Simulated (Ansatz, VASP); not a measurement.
## One calculation of Ca, two programs

Contents of POSCAR:

```
Ca
1.0
   -2.2791345301      2.2791345301      2.2791345301
    2.2791345301     -2.2791345301      2.2791345301
    2.2791345301      2.2791345301     -2.2791345301
Ca
1
Direct
    0.0000000000      0.0000000000      0.0000000000
```

The input INCAR.step1:

```
  PREC = Accurate
  ENCUT = 520
  ISMEAR = 1
  SIGMA = 0.1
  LREAL = False
  LASPH = True
  NELM = 100
  NBANDS = 11
  GGA = PE
  ALGO = Normal
  EDIFF = 1E-4
  LWAVE = True
  LCHARG = False
```

The input INCAR.step2:

```
  PREC = Accurate
  ENCUT = 520
  EDIFF = 1E-7
  ISMEAR = 1
  SIGMA = 0.1
  LREAL = False
  LASPH = True
  NELM = 100
  ALGO = Normal
  ISIF = 2
  LWAVE = False
  LCHARG = False
  METAGGA = R2SCAN
  LMIXTAU = True
  NBANDS = 11
  ISTART = 1
```

The input KPOINTS:

```
regular mesh
0
Gamma
  9 9 9
```

Input for Ansatz:

```yaml
crystal:
  lattice:
    - [-2.2791345301050367, 2.2791345301050367, 2.2791345301050367]
    - [2.2791345301050367, -2.2791345301050367, 2.2791345301050367]
    - [2.2791345301050367, 2.2791345301050367, -2.2791345301050367]
  atoms:
    - { symbol: Ca, position: [0.0, 0.0, 0.0] }
basis:
  ecutwfc: 500.0
kpoints:
  mp_grid:
    grid: [9, 9, 9]
hamiltonian:
  xc: r2scan
scf:
  max_iter: 90
  occupations:
    method: cold
output:
  stress: true
```

Alike in both runs: task single point; functional r2SCAN; k mesh 9 × 9 × 9; no spin polarisation.

|  | VASP | Ansatz |
| --- | --- | --- |
| version | VASP 6.6.1 | Ansatz 0.2.0 |
| potentials or method | VASP PAW PBE potentials, release 64 (Ca_sv), cutoff 520 eV | plane waves, PAW |
| occupations | methfessel-paxton of order 1, width 0.1 eV | cold |
| valence electrons in the cell | 10 | 10 |

Ansatz gave:

| Quantity | Value |
| --- | --- |
| pressure (GPa) | -1.4 |

Q: What did VASP give for the same quantities?

A: Pressure (GPa): -1.3.

VASP's potentials were made for PBE, not for r2SCAN.
